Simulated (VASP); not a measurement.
# Si2SnSe6 (Fm-3m) in VASP: a series of runs

Si2SnSe6 is run at these levels: PBE; tasks: single point, relaxation of cell and atoms.

All numbers are computed with VASP 6.6.1; they aren't measurements. Logs are shortened: lines on timing, memory, paths and dates and some standing lists are left out, and cuts for length are marked.

**1. The cell of the first run**

The structure is cubic, space group Fm-3m (No. 225). The conventional cell has a = 9.089 Å, b = 9.089 Å, c = 9.089 Å, α = 90.00°, β = 90.00°, γ = 90.00°. Si (site symmetry -43m) has 6 Se at 2.27 Å within 3.0 Å. Sn (site symmetry m-3m) has 12 Se at 3.21 Å and 8 Si at 3.94 Å within 4.2 Å. Within 3.0 Å of Se (site symmetry mmm) lie 2 Si at 2.27 Å.

**2. Single point, PBE (atoms taken out)**

INCAR

```
PREC     = Accurate       # precision mode
ENCUT    = 520            # plane-wave cutoff, eV
EDIFF    = 1E-6           # SCF threshold, eV
ISMEAR   = 0              # smearing method
SIGMA    = 0.1            # smearing width, eV
LREAL    = False          # projectors in reciprocal space
LASPH    = True           # aspherical terms in the spheres
NELM     = 60             # most SCF steps
ALGO     = Normal         # electronic algorithm
ISIF     = 2              # what is computed and relaxed
LWAVE    = False          # write WAVECAR
LCHARG   = False          # write CHGCAR
GGA      = PE             # functional
NBANDS   = 39             # bands
```

KPOINTS

```
regular mesh
0
Gamma
  4 4 4
```

POSCAR

```
Si2SnSe6
1.0
    0.0000000000      4.5442760200      4.5442760200
    4.5442760200      0.0000000000      4.5442760200
    4.5442760200      4.5442760200      0.0000000000
Si Sn Se
2 1 6
Direct
    0.7500000000      0.7500000000      0.7500000000
    0.2500000000      0.2500000000      0.2500000000
    0.0000000000      0.0000000000      0.0000000000
    0.5000000000      0.0000000000      0.0000000000
    0.0000000000      0.5000000000      0.5000000000
    0.0000000000      0.5000000000      0.0000000000
    0.5000000000      0.0000000000      0.5000000000
    0.0000000000      0.0000000000      0.5000000000
    0.5000000000      0.5000000000      0.0000000000
```

Potentials or basis: VASP PAW PBE potentials, release 64 (Si, Sn_d, Se).

Started as:

```bash
$ cat potpaw_PBE.64/Si/POTCAR potpaw_PBE.64/Sn_d/POTCAR potpaw_PBE.64/Se/POTCAR > POTCAR
$ mpirun -np 1 vasp_std > vasp.out
```

OUTCAR:

```text
PREC = Accurate
   ENCUT = 520
   EDIFF = 1E-6
   ISMEAR = 0
   LREAL = False
   LASPH = True
   NELM = 60
   ISIF = 2
   GGA = PE

 ion  position               nearest neighbor table
   1  0.750  0.750  0.750-   4 2.27   5 2.27   6 2.27   7 2.27   8 2.27   9 2.27
   2  0.250  0.250  0.250-   4 2.27   5 2.27   6 2.27   7 2.27   8 2.27   9 2.27
   3  0.000  0.000  0.000-   4 3.21   6 3.21   8 3.21   5 3.21   7 3.21   8 3.21   5 3.21   6 3.21
                             9 3.21   4 3.21   7 3.21   9 3.21
   4  0.500  0.000  0.000-   1 2.27   2 2.27   3 3.21   3 3.21
   5  0.000  0.500  0.500-   1 2.27   2 2.27   3 3.21   3 3.21
   6  0.000  0.500  0.000-   1 2.27   2 2.27   3 3.21   3 3.21
   7  0.500  0.000  0.500-   1 2.27   2 2.27   3 3.21   3 3.21
   8  0.000  0.000  0.500-   1 2.27   2 2.27   3 3.21   3 3.21
   9  0.500  0.500  0.000-   1 2.27   2 2.27   3 3.21   3 3.21

  LATTYP: Found a face centered cubic cell.
 ALAT       =     9.0885520400

  Lattice vectors:

 A1 = (   0.0000000000,   4.5442760200,   4.5442760200)
 A2 = (   4.5442760200,   0.0000000000,   4.5442760200)
 A3 = (   4.5442760200,   4.5442760200,   0.0000000000)

Analysis of symmetry for initial positions (statically):
=====================================================================
 Subroutine PRICEL returns:
 Original cell was already a primitive cell.

 Routine SETGRP: Setting up the symmetry group for a
 face centered cubic supercell.

 Subroutine GETGRP returns: Found 48 space group operations
 (whereof 48 operations were pure point group operations)
 out of a pool of 48 trial point group operations.

The static configuration has the point symmetry O_h .

Analysis of symmetry for dynamics (positions and initial velocities):
=====================================================================
 Subroutine PRICEL returns:
 Original cell was already a primitive cell.

 Routine SETGRP: Setting up the symmetry group for a
 face centered cubic supercell.

 Subroutine GETGRP returns: Found 48 space group operations
 (whereof 48 operations were pure point group operations)
 out of a pool of 48 trial point group operations.

The dynamic configuration has the point symmetry O_h .

 Subroutine INISYM returns: Found 48 space group operations
 (whereof 48 operations are pure point group operations),
 and found     1 'primitive' translations

[... 97 lines left out ...]
   ISIF   =      2    stress and relaxation
   ISYM   =      2    0-nonsym 1-usesym 2-fastsym
   POTIM  = 0.5000    time-step for ionic-motion
   TEBEG  =    0.0;   TEEND  =   0.0 temperature during run
   PSTRESS=    0.0 pullay stress
   NELECT =      58.0000    total number of electrons
   NUPDOWN=      -1.0000    fix difference up-down
   EMIN   =  10.00;   EMAX   =-10.00  energy-range for DOS
   EFERMI =   0.00;   METHOD = LEGACY
   ISMEAR =     0;   SIGMA  =   0.10  broadening in eV -4-tet -1-fermi 0-gaus
   EFERMI_NEDOS =   21; number of points for ismear=-14 and -15
   IALGO  =     38    algorithm
   IMIX   =      4    mixing-type and parameters
     AMIX     =   0.40;   BMIX     =  1.00
     AMIX_MAG =   1.60;   BMIX_MAG =  1.00
  volume/ion in A,a.u.               =      20.85       140.73
  Fermi-wavevector in a.u.,A,eV,Ry     =   1.106818  2.091582 16.667757  1.225046
  Thomas-Fermi vector in A             =   2.243324
   LORBIT       =      0    0 simple, 1 ext, 2 COOP (PROOUT), +10 PAW based schemes
   GGA     = PE    functional components
   LHFCALC =     F    Hartree Fock is set to
   AEXX    =    0.0000 exact exchange contribution
   IVDW    =     0    specifies the selected vdW correction
   LEPSILON=     F    determine dielectric tensor
   LRPA    =     F    only Hartree local field effects (RPA)
 non-spin polarized calculation
 Gauss-broadening in eV      SIGMA  =   0.10
  energy-cutoff  :      520.00
  volume of cell :      187.68
 maximum number of plane-waves:      5092
   NGX = 23   NGY = 23   NGZ = 23

 number of electron      58.0000007 magnetization

 Free energy of the ion-electron system (eV)
  ---------------------------------------------------
  ext. energy  EPLUGINS =         0.00000000
  ---------------------------------------------------
  free energy    TOTEN  =       -31.70774660 eV

  energy without entropy =      -31.68334066  energy(sigma->0) =      -31.69554363

 E-fermi :   5.7386     XC(G=0):  -9.9482

 val. band max:        5.7217686777   @ k =  -0.2500   0.5000   0.2500
 cond. band min:       5.7791730140   @ k =   0.5000   0.5000   0.0000
 fundamental gap:      0.0574043363
 Fermi energy:         5.7385509975

 k-point     1 :       0.0000    0.0000    0.0000
  band No.  band energies     occupation
      1     -16.0926      2.00000
      2     -16.0926      2.00000
      3     -16.0926      2.00000
      4     -16.0863      2.00000
      5     -16.0863      2.00000
      6     -10.6822      2.00000
[... 325 lines left out ...]
     38      12.0030      0.00000
     39      12.3243      0.00000

------------------------ aborting loop because EDIFF is reached ----------------------------------------

  FORCE on cell =-STRESS in cart. coord.  units (eV):
  Direction    XX          YY          ZZ          XY          YZ          ZX
  --------------------------------------------------------------------------------------
  -------------------------------------------------------------------------------------
  Total       20.9753286     20.9753286     20.9753286     -0.0000000     -0.0000000     -0.0000000
  in kB      179.0586277    179.0586277    179.0586277     -0.0000000     -0.0000000     -0.0000000
  external PRESSURE =     179.0586277 kB  Pullay stress =       0.0000000 kB

 VOLUME and BASIS-vectors are now :
 -----------------------------------------------------------------------------
  energy-cutoff  :      520.00
  volume of cell :      187.68
      direct lattice vectors                 reciprocal lattice vectors
     0.000000000  4.544276020  4.544276020    -0.110028528  0.110028528  0.110028528
     4.544276020  0.000000000  4.544276020     0.110028528 -0.110028528  0.110028528
     4.544276020  4.544276020  0.000000000     0.110028528  0.110028528 -0.110028528

 POSITION                                       TOTAL-FORCE (eV/Angst)
 -----------------------------------------------------------------------------------
      6.81641      6.81641      6.81641        -0.000000      0.000000      0.000000
      2.27214      2.27214      2.27214         0.000000      0.000000      0.000000
      0.00000      0.00000      0.00000        -0.000000     -0.000000     -0.000000
      0.00000      2.27214      2.27214        -0.000000     -0.000000     -0.000000
      4.54428      2.27214      2.27214        -0.000000     -0.000000     -0.000000
      2.27214      0.00000      2.27214        -0.000000     -0.000000     -0.000000
      2.27214      4.54428      2.27214        -0.000000     -0.000000     -0.000000
      2.27214      2.27214      0.00000        -0.000000     -0.000000     -0.000000
      2.27214      2.27214      4.54428        -0.000000     -0.000000     -0.000000
 -----------------------------------------------------------------------------------
    total drift:                                0.000000      0.000000     -0.000000

  FREE ENERGIE OF THE ION-ELECTRON SYSTEM (eV)
  ---------------------------------------------------
  free  energy   TOTEN  =       -31.7077466035 eV

  energy  without entropy=      -31.6833406642  energy(sigma->0) =      -31.69554363
```

Wall time 64 s (1 thread of Intel Xeon Platinum 8259CL at 2.50GHz (Skylake/Cascade Lake), shared host); peak memory 0.34 GiB.

Results:

* Free energy: -31.7077 eV
* Pressure: 17.9 GPa
* Band gap on the k mesh: zero (bands 29 and 30 overlap by 1.38 eV)

Levels at points of the mesh, in eV from the Fermi level:
```csv
k point,band 25,band 26,band 27,band 28,band 29,band 30,band 31,band 32,band 33,band 34
"(0.00, 0.00, 0.00)",-1.08,-0.98,-0.98,-0.98,1.22,1.22,1.22,2.32,2.32,2.32
"(0.50, 0.00, 0.00)",-0.89,-0.37,-0.17,-0.17,-0.16,-0.16,0.12,0.37,1.31,3.75
"(0.50, 0.50, 0.00)",-1.95,-1.80,-1.36,-0.71,-0.71,0.04,1.17,1.90,1.90,2.55
```

Caveat: the cell differs from its parent crystal (atoms taken out); the cell stands under pressure; spin-orbit coupling is left out, which moves the levels of the heavy elements.

**3. Single point, PBE (atoms taken out)**

INCAR

```
SYSTEM = Si2SnSe6
ALGO = Normal ; EDIFF = 1E-6
ENCUT = 520 ; GGA = PE
ISIF = 2 ; ISMEAR = 0
LASPH = .True. ; LCHARG = .True.
LELF = .True. ; LREAL = .False.
LVHAR = .True. ; LWAVE = .False.
NBANDS = 39 ; NELM = 60
PREC = Accurate ; SIGMA = 0.1
```

KPOINTS

```
k-points
0
Gamma
  4 4 4
  0 0 0
```

POSCAR: that of step 2 with these lines changed.

```diff
@@ -2,5 +2,5 @@
 1.0
-    0.0000000000      4.5442760200      4.5442760200
-    4.5442760200      0.0000000000      4.5442760200
-    4.5442760200      4.5442760200      0.0000000000
+    0.0000000000      4.8802973038      4.8802973038
+    4.8802973038      0.0000000000      4.8802973038
+    4.8802973038      4.8802973038      0.0000000000
 Si Sn Se
```

Potentials or basis: VASP PAW PBE potentials, release 64 (Si, Sn_d, Se).

Started as:

```bash
$ cat potpaw_PBE.64/Si/POTCAR potpaw_PBE.64/Sn_d/POTCAR potpaw_PBE.64/Se/POTCAR > POTCAR
$ mpirun -np 1 vasp_std > vasp.out
```

It took 2 min on 1 thread of Intel Xeon Platinum 8259CL at 2.50GHz (Skylake/Cascade Lake), shared host; peak memory 0.42 GiB.

It converged, with:

* Free energy: -33.7979 eV
* Pressure: 0.2 GPa
* Band gap on the k mesh: zero (bands 29 and 30 overlap by 1.04 eV)

Levels at points of the mesh, in eV from the Fermi level:
| k point | band 25 | band 26 | band 27 | band 28 | band 29 | band 30 | band 31 | band 32 | band 33 | band 34 |
| --- | --- | --- | --- | --- | --- | --- | --- | --- | --- | --- |
| (0.00, 0.00, 0.00) | -0.75 | -0.72 | -0.72 | -0.72 | 0.88 | 0.88 | 0.88 | 1.85 | 1.85 | 1.85 |
| (0.50, 0.00, 0.00) | -0.74 | -0.22 | -0.12 | -0.12 | -0.09 | -0.09 | -0.07 | 0.14 | 1.08 | 3.12 |
| (0.50, 0.50, 0.00) | -1.47 | -1.43 | -1.31 | -0.51 | -0.51 | 0.24 | 0.86 | 1.77 | 1.77 | 1.77 |

Caveat: the cell differs from its parent crystal (atoms taken out); spin-orbit coupling is left out, which moves the levels of the heavy elements.

**4. Relaxation of cell and atoms, PBE (atoms taken out)**

INCAR

```
SYSTEM = Si2SnSe6
PREC = Accurate
ENCUT = 600
EDIFF = 1E-6
ISMEAR = 0
SIGMA = 0.1
LREAL = .FALSE.
LASPH = .TRUE.
NELM = 80
ALGO = Normal
ISIF = 3
LWAVE = .FALSE.
LCHARG = .FALSE.
GGA = PE
IBRION = 2
NSW = 90
EDIFFG = -0.04
```

KPOINTS

```
regular mesh
0
G
  4 4 4
  0 0 0
```

POSCAR: that of step 3 with these lines changed.

```diff
@@ -2,5 +2,5 @@
 1.0
-    0.0000000000      4.8802973038      4.8802973038
-    4.8802973038      0.0000000000      4.8802973038
-    4.8802973038      4.8802973038      0.0000000000
+    0.0000000000      4.5442760200      4.5442760200
+    4.5442760200      0.0000000000      4.5442760200
+    4.5442760200      4.5442760200      0.0000000000
 Si Sn Se
```

Started as:

```bash
$ cat potpaw_PBE.64/Si/POTCAR potpaw_PBE.64/Sn_d/POTCAR potpaw_PBE.64/Se/POTCAR > POTCAR
$ mpirun -np 1 vasp_std > vasp.out
```

It took 4.4 min on 1 thread of Intel Xeon Platinum 8259CL at 2.50GHz (Skylake/Cascade Lake), shared host; peak memory 0.44 GiB.

Results (log left out):

```
Free energy                           : -33.7954 eV
Relaxed volume                        : 25.86 Å³/atom
Relaxed cell                          : a = 6.904 Å, b = 6.904 Å, c = 6.904 Å, α = 60.00°, β = 60.00°, γ = 60.00°
Space group after relaxing (to 0.1 Å) : Fm-3m (No. 225)
Energy gained by relaxing             : 231.9 meV/atom
Ionic steps                           : 3
Pressure after relaxing               : 0.2 GPa
Band gap on the k mesh                : zero (bands 29 and 30 overlap by 1.03 eV)
```

The path:
```csv
step,energy change (eV),largest force (eV/Å),pressure (GPa),volume (Å³)
1,0.0000,0.0000,17.92,187.68
2,-1.7343,0.0000,-4.12,258.42
3,-2.0871,0.0000,0.15,232.71
```

Final structure:
```yaml
crystal:
  lattice:
    - [0.00000, 4.88198, 4.88198]
    - [4.88198, 0.00000, 4.88198]
    - [4.88198, 4.88198, 0.00000]
  atoms:
    - { symbol: Si, position: [0.75000, 0.75000, 0.75000] }
    - { symbol: Si, position: [0.25000, 0.25000, 0.25000] }
    - { symbol: Sn, position: [0.00000, 0.00000, 0.00000] }
    - { symbol: Se, position: [0.50000, 0.00000, 0.00000] }
    - { symbol: Se, position: [0.00000, 0.50000, 0.50000] }
    - { symbol: Se, position: [0.00000, 0.50000, 0.00000] }
    - { symbol: Se, position: [0.50000, 0.00000, 0.50000] }
    - { symbol: Se, position: [0.00000, 0.00000, 0.50000] }
    - { symbol: Se, position: [0.50000, 0.50000, 0.00000] }
```

Levels at points of the mesh, in eV from the Fermi level:
```tsv
k point	band 25	band 26	band 27	band 28	band 29	band 30	band 31	band 32	band 33	band 34
(0.00, 0.00, 0.00)	-0.75	-0.72	-0.72	-0.72	0.88	0.88	0.88	1.85	1.85	1.85
(0.50, 0.00, 0.00)	-0.74	-0.22	-0.12	-0.12	-0.09	-0.09	-0.08	0.14	1.08	3.12
(0.50, 0.50, 0.00)	-1.47	-1.43	-1.31	-0.51	-0.51	0.24	0.85	1.77	1.77	1.77
```

Caveat: the cell differs from its parent crystal (atoms taken out); the volume moved by over 15 % at a fixed basis, so the end points are rough; spin-orbit coupling is left out, which moves the levels of the heavy elements.

**5. The runs side by side**

```tsv
task	cell	cutoff (eV)	gap on the mesh (eV)	pressure (GPa)
single point	a = 6.427 Å, angles 60.0°, 9 atoms	520	none	17.9
single point	a = 6.902 Å, angles 60.0°, 9 atoms	520	none	0.2
relaxation of cell and atoms	relaxed from a = 6.427 Å, angles 60.0°, 9 atoms	600	none	0.2
```

Alike in all rows: level PBE; potentials or basis VASP PAW PBE potentials, release 64 (Si, Sn_d, Se); no spin polarisation; k mesh 4 × 4 × 4; smearing gaussian 0.1 eV.

Caveats: spin-orbit coupling is left out, which moves the levels of the heavy elements; the cell stands under pressure (at least some runs); the volume moved by over 15 % at a fixed basis, so the end points are rough (at least some runs).

Absolute energies hang on the potentials; compare differences alone.
